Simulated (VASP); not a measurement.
# Ca (Im-3m) in VASP: single point with r2SCAN

Aim: the single point of Ca with r2SCAN.

Program: VASP 6.6.1. These are calculated values, not measurements. Logs are shortened: lines on timing, memory, paths and dates and some standing lists are left out, and cuts for length are marked.

## (1) The cell of the first run

Symmetry: Im-3m, No. 229, cubic system. The conventional cell has a = 4.425 Å, b = 4.425 Å, c = 4.425 Å, α = 90.00°, β = 90.00°, γ = 90.00°. Ca (site symmetry m-3m) has 14 Ca at 3.83 to 4.43 Å within 5.0 Å.

## (2) Single point, r2SCAN

Input file POSCAR:

```
Ca
1.0
   -2.2125111858      2.2125111858      2.2125111858
    2.2125111858     -2.2125111858      2.2125111858
    2.2125111858      2.2125111858     -2.2125111858
Ca
1
Direct
    0.0000000000      0.0000000000      0.0000000000
```

Input file INCAR.step1:

```
ALGO     = Normal         # electronic algorithm
EDIFF    = 1E-4           # SCF threshold, eV
ENCUT    = 520            # plane-wave cutoff, eV
GGA      = PE             # functional
ISMEAR   = 0              # smearing method
LASPH    = T              # aspherical terms in the spheres
LCHARG   = F              # write CHGCAR
LREAL    = F              # projectors in reciprocal space
LWAVE    = T              # write WAVECAR
NBANDS   = 11             # bands
NELM     = 60             # most SCF steps
PREC     = Accurate       # precision mode
SIGMA    = 0.05           # smearing width, eV
```

Input file INCAR.step2:

```
ALGO     = Normal         # electronic algorithm
EDIFF    = 1E-6           # SCF threshold, eV
ENCUT    = 520            # plane-wave cutoff, eV
ISIF     = 2              # what is computed and relaxed
ISMEAR   = 0              # smearing method
ISTART   = 1            
LASPH    = T              # aspherical terms in the spheres
LCHARG   = F              # write CHGCAR
LMIXTAU  = T            
LREAL    = F              # projectors in reciprocal space
LWAVE    = F              # write WAVECAR
METAGGA  = R2SCAN         # meta-GGA
NBANDS   = 11             # bands
NELM     = 60             # most SCF steps
PREC     = Accurate       # precision mode
SIGMA    = 0.05           # smearing width, eV
```

Input file KPOINTS:

```
k-points
0
Gamma
  14 14 14
```

Potentials or basis: VASP PAW PBE potentials, release 64 (Ca_sv).

Run with:

```console
$ cat potpaw_PBE.64/Ca_sv/POTCAR > POTCAR
$ cp INCAR.step1 INCAR
$ mpirun -np 1 vasp_std > vasp.out
$ cp INCAR.step2 INCAR
$ mpirun -np 1 vasp_std > vasp.out
```

OUTCAR:

```text
EDIFF = 1E-6
   ENCUT = 520
   ISIF = 2
   ISMEAR = 0
   ISTART = 1
   LASPH = T
   LREAL = F
   METAGGA = R2SCAN
   NELM = 60
   PREC = Accurate

 ion  position               nearest neighbor table
   1  0.000  0.000  0.000-

  LATTYP: Found a body centered cubic cell.
 ALAT       =     4.4250223716

  Lattice vectors:

 A1 = (  -2.2125111858,   2.2125111858,   2.2125111858)
 A2 = (   2.2125111858,  -2.2125111858,   2.2125111858)
 A3 = (   2.2125111858,   2.2125111858,  -2.2125111858)

Analysis of symmetry for initial positions (statically):
=====================================================================
 Subroutine PRICEL returns:
 Original cell was already a primitive cell.

 Routine SETGRP: Setting up the symmetry group for a
 body centered cubic supercell.

 Subroutine GETGRP returns: Found 48 space group operations
 (whereof 48 operations were pure point group operations)
 out of a pool of 48 trial point group operations.

The static configuration has the point symmetry O_h .

Analysis of symmetry for dynamics (positions and initial velocities):
=====================================================================
 Subroutine PRICEL returns:
 Original cell was already a primitive cell.

 Routine SETGRP: Setting up the symmetry group for a
 body centered cubic supercell.

 Subroutine GETGRP returns: Found 48 space group operations
 (whereof 48 operations were pure point group operations)
 out of a pool of 48 trial point group operations.

The dynamic configuration has the point symmetry O_h .

 Subroutine INISYM returns: Found 48 space group operations
 (whereof 48 operations are pure point group operations),
 and found     1 'primitive' translations

----------------------------------------------------------------------------------------

                                     Primitive cell

  volume of cell :      43.3228

  direct lattice vectors                    reciprocal lattice vectors
    -2.212511186  2.212511186  2.212511186     0.000000000  0.225987558  0.225987558
     2.212511186 -2.212511186  2.212511186     0.225987558  0.000000000  0.225987558
     2.212511186  2.212511186 -2.212511186     0.225987558  0.225987558  0.000000000

  length of vectors
     3.832181786  3.832181786  3.832181786     0.319594669  0.319594669  0.319594669

  position of ions in fractional coordinates (direct lattice)
[... 76 lines left out ...]
   NELM   =     60;   NELMIN=  2; NELMDL=  0     # of ELM steps
   EDIFF  = 0.1E-05   stopping-criterion for ELM
   LREAL  =      F    real-space projection
   EDIFFG = 0.1E-04   stopping-criterion for IOM
   NSW    =      0    number of steps for IOM
   IBRION =     -1    ionic relax: 0-MD 1-quasi-New 2-CG
   NFREE  =      0    steps in history (QN), initial steepest desc. (CG)
   ISIF   =      2    stress and relaxation
   ISYM   =      2    0-nonsym 1-usesym 2-fastsym
   POTIM  = 0.5000    time-step for ionic-motion
   TEBEG  =    0.0;   TEEND  =   0.0 temperature during run
   PSTRESS=    0.0 pullay stress
   NELECT =      10.0000    total number of electrons
   NUPDOWN=      -1.0000    fix difference up-down
   EMIN   =  10.00;   EMAX   =-10.00  energy-range for DOS
   EFERMI =   0.00;   METHOD = LEGACY
   ISMEAR =     0;   SIGMA  =   0.05  broadening in eV -4-tet -1-fermi 0-gaus
   EFERMI_NEDOS =   21; number of points for ismear=-14 and -15
   IALGO  =     38    algorithm
   IMIX   =      4    mixing-type and parameters
     AMIX     =   0.40;   BMIX     =  1.00
     AMIX_MAG =   1.60;   BMIX_MAG =  1.00
  volume/ion in A,a.u.               =      43.32       292.36
  Fermi-wavevector in a.u.,A,eV,Ry     =   1.004237  1.897732 13.721354  1.008491
  Thomas-Fermi vector in A             =   2.136840
   LORBIT       =      0    0 simple, 1 ext, 2 COOP (PROOUT), +10 PAW based schemes
   METAGGA = R2SCAN    functional components
   LHFCALC =     F    Hartree Fock is set to
   AEXX    =    0.0000 exact exchange contribution
   IVDW    =     0    specifies the selected vdW correction
   LEPSILON=     F    determine dielectric tensor
   LRPA    =     F    only Hartree local field effects (RPA)
 non-spin polarized calculation
 Gauss-broadening in eV      SIGMA  =   0.05
  energy-cutoff  :      520.00
  volume of cell :       43.32
 maximum number of plane-waves:      1189
 NGX is ok and might be reduce to    30
   NGX = 15   NGY = 15   NGZ = 15

 number of electron      10.0000002 magnetization

 Free energy of the ion-electron system (eV)
  ---------------------------------------------------
  ext. energy  EPLUGINS =         0.00000000
  ---------------------------------------------------
  free energy    TOTEN  =        -7.01644177 eV

  energy without entropy =       -7.01461918  energy(sigma->0) =       -7.01553047

 E-fermi :   1.9455     XC(G=0):  -8.1333

 val. band max:        1.9403946966   @ k =   0.3571   0.1429   0.1429
 cond. band min:       1.9582872767   @ k =   0.3571   0.2143   0.0714
 fundamental gap:      0.0178925801
 Fermi energy:         1.9455381076

 k-point     1 :       0.0000    0.0000    0.0000
  band No.  band energies     occupation
      1     -41.9581      2.00000
      2     -21.9868      2.00000
      3     -21.9867      2.00000
      4     -21.9867      2.00000
      5      -2.3409      2.00000
      6       4.5665      0.00000
      7       4.5665      0.00000
      8       4.5665      0.00000
      9       5.6350      0.00000
     10       5.6350      0.00000
     11      12.5809      0.00000
[... 309 lines left out ...]
 k-point    24 :       0.3571    0.2857    0.0000
  band No.  band energies     occupation
      1     -41.9426      2.00000
      2     -22.0891      2.00000
      3     -22.0684      2.00000
      4     -22.0032      2.00000
      5       2.0139      0.05330
      6       2.0153      0.04835
      7       2.7209      0.00000
      8       5.6688      0.00000
      9       5.8249      0.00000
     10       6.9560      0.00000
     11       7.3878      0.00000

 [... further k-points ...]
[... 5 lines left out ...]
  --------------------------------------------------------------------------------------
  -------------------------------------------------------------------------------------
  Total        0.0145621      0.0145621      0.0145621      0.0000000      0.0000000      0.0000000
  in kB        0.5385393      0.5385393      0.5385393      0.0000000      0.0000000      0.0000000
  external PRESSURE =       0.5385393 kB  Pullay stress =       0.0000000 kB

 VOLUME and BASIS-vectors are now :
 -----------------------------------------------------------------------------
  energy-cutoff  :      520.00
  volume of cell :       43.32
      direct lattice vectors                 reciprocal lattice vectors
    -2.212511186  2.212511186  2.212511186     0.000000000  0.225987558  0.225987558
     2.212511186 -2.212511186  2.212511186     0.225987558  0.000000000  0.225987558
     2.212511186  2.212511186 -2.212511186     0.225987558  0.225987558  0.000000000

 POSITION                                       TOTAL-FORCE (eV/Angst)
 -----------------------------------------------------------------------------------
      0.00000      0.00000      0.00000        -0.000000      0.000000      0.000000
 -----------------------------------------------------------------------------------
    total drift:                               -0.000000     -0.000000      0.000000

  FREE ENERGIE OF THE ION-ELECTRON SYSTEM (eV)
  ---------------------------------------------------
  free  energy   TOTEN  =        -7.0164417666 eV

  energy  without entropy=       -7.0146191778  energy(sigma->0) =       -7.01553047
```

OUTCAR.step1:

```text
EDIFF = 1E-4
   ENCUT = 520
   GGA = PE
   ISMEAR = 0
   LASPH = T
[... 552 lines left out ...]

 POSITION                                       TOTAL-FORCE (eV/Angst)
 -----------------------------------------------------------------------------------
      0.00000      0.00000      0.00000        -0.000000      0.000000     -0.000000
 -----------------------------------------------------------------------------------
    total drift:                               -0.000000     -0.000000      0.000000

  FREE ENERGIE OF THE ION-ELECTRON SYSTEM (eV)
  ---------------------------------------------------
  free  energy   TOTEN  =        -1.9120999056 eV

  energy  without entropy=       -1.9100127560  energy(sigma->0) =       -1.91105633
```

Wall time 4.5 min (1 thread of Intel Xeon 8259CL, shared host); peak memory 0.2 GiB.

Results:

| Quantity | Value |
| --- | --- |
| Free energy | -7.0164 eV |
| Pressure | 0.1 GPa |
| Band gap on the k mesh | zero (band 5 reaches 2.20 eV, above the bottom of band 6 at 1.79 eV) |

Caveat: the PAW data sets were made with another functional, which shifts forces and pressure a little.
